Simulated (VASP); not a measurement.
Here is a VASP 6.6.1 calculation.

INCAR

```
PREC = Accurate
ENCUT = 520
EDIFF = 1E-6
ISMEAR = 0
SIGMA = 0.1
LREAL = F
LASPH = T
NELM = 80
ALGO = Fast
ISIF = 2
LWAVE = F
LCHARG = T
GGA = PS
LELF = T
LVHAR = T
NBANDS = 18
```

KPOINTS

```
regular mesh
0
Gamma
  14 14 14
```

The input POSCAR:

```
ScAl3
1.0
   -1.9957388894      1.9957388894      4.3698183021
    1.9957388894     -1.9957388894      4.3698183021
    1.9957388894      1.9957388894     -4.3698183021
Sc Al
1 3
Direct
    0.0000000000      0.0000000000      0.0000000000
    0.7500000000      0.2500000000      0.5000000000
    0.2500000000      0.7500000000      0.5000000000
    0.5000000000      0.5000000000      0.0000000000
```

Potentials or basis: VASP PAW PBE potentials, release 64 (Sc_sv, Al).

Run with:

```console
$ cat potpaw_PBE.64/Sc_sv/POTCAR potpaw_PBE.64/Al/POTCAR > POTCAR
$ mpirun -np 1 vasp_std > vasp.out
```

(1) What does it give for the pressure?

(2) Estimate the band gap on the k mesh.

Answers

(1) 0.1 GPa.

(2) zero (bands 10 and 11 overlap by 2.13 eV).

Caveat: the PAW data sets were made with another functional, which shifts forces and pressure a little.
